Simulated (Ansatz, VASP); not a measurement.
## Bi in VASP and in Ansatz

File INCAR:

```
SYSTEM = Bi
ALGO = Normal
EDIFF = 1E-6
ENCUT = 520
GGA = PS
ISIF = 2
ISMEAR = -1
LASPH = .TRUE.
LCHARG = .TRUE.
LELF = .TRUE.
LREAL = .FALSE.
LVHAR = .TRUE.
LWAVE = .FALSE.
NBANDS = 22
NELM = 100
PREC = Accurate
SIGMA = 0.03
```

KPOINTS

```
k-points
0
G
  10 10 10
  0 0 0
```

POSCAR

```
Bi
1.0
    2.2265989101      1.2855274801      3.8732834739
   -2.2265989101      1.2855274801      3.8732834739
    0.0000000000     -2.5710549601      3.8732834739
Bi
2
Direct
    0.2338900000      0.2338900000      0.2338900000
    0.7661100000      0.7661100000      0.7661100000
```

Input for Ansatz:

```yaml
crystal:
  lattice:
    - [2.2265989101, 1.2855274801, 3.8732834739]
    - [-2.2265989101, 1.2855274801, 3.8732834739]
    - [0.0, -2.5710549601, 3.8732834739]
  atoms:
    - { symbol: Bi, position: [0.23389, 0.23389, 0.23389] }
    - { symbol: Bi, position: [0.76611, 0.76611, 0.76611] }
kpoints:
  mp_grid: { grid: [10, 10, 10] }
  band_path:
    path:
      - [0.0, 0.0, 0.0]
      - [0.5, 0.5, 0.5]
      - [0.7598966753, 0.2401033247, 0.5]
      - [0.5, -0.2401033247, 0.2401033247]
      - [0.5, 0.0, 0.0]
      - [0.0, 0.0, 0.0]
      - [0.3700516624, -0.3700516624, 0.0]
      - [0.6299483376, 0.0, 0.3700516624]
      - [0.5, 0.0, 0.5]
    npoints: 5
scf:
  occupations: { method: fermi_dirac, width: 0.03 }
hamiltonian:
  xc: pbesol
  pseudopotentials: { kind: all_electron, lapw: { basis_error: 0.0005 } }
output:
  forces: true
  stress: true
  eigenvalues: true
```

Change from the starting cell: volume scaled by 0.94.

Alike in both runs: task single point; functional PBEsol; k mesh 10 × 10 × 10; occupations fermi-dirac, width 0.03 eV; no spin polarisation.

|  | VASP | Ansatz |
| --- | --- | --- |
| version | VASP 6.6.1 | Ansatz 0.2.0 |
| potentials or method | VASP PAW PBE potentials, release 64 (Bi_d), cutoff 520 eV | all-electron LAPW, scalar-relativistic |

Ansatz gave:

```
pressure (GPa)                                                : 2.7
traceless stress, the component that is largest in VASP (GPa) : -0.34
rms of the force components (eV/Å)                            : 0.240
```

**Question.** Estimate VASP's values.

**Answer.** Pressure (GPa): 2.6; traceless stress, the component that is largest in VASP (GPa): -0.34; rms of the force components (eV/Å): 0.244.

VASP's potentials were made for PBE, not for PBEsol. Atom by atom the forces differ by 0.004 eV/Å (rms over components). Ansatz ran all-electron here, and VASP with PAW potentials.

Neither program's run includes spin-orbit coupling.
